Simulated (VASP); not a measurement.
Runs of VASP 6.6.1 on PbS. The structure is cubic, space group Fm-3m (No. 225). Conventional cell: a = 5.945 Å, b = 5.945 Å, c = 5.945 Å, α = 90.00°, β = 90.00°, γ = 90.00°. Within 3.9 Å of Pb (site symmetry m-3m) lie 6 S at 2.97 Å. Within 3.9 Å of S (site symmetry m-3m) lie 6 Pb at 2.97 Å. 

| level | k mesh | smearing | pressure (GPa) |
| --- | --- | --- | --- |
| r2SCAN | 7 × 7 × 7 | fermi-dirac 0.1 eV | 0.8 |
| r2SCAN | 5 × 5 × 5 | fermi-dirac 0.1 eV | 0.7 |
| r2SCAN | 5 × 5 × 5, shifted | tetrahedron | (a) |
| r2SCAN+D4 | 5 × 5 × 5 | fermi-dirac 0.1 eV | 0.0 |

Alike in all rows: task single point; potentials or basis VASP PAW PBE potentials, release 64 (Pb_d, S); no spin polarisation; cell as given; cutoff (eV) 520.

Question: Estimate the missing entries.

Answer: (a) 0.9.

Caveats: the PAW data sets were made with another functional, which shifts forces and pressure a little.
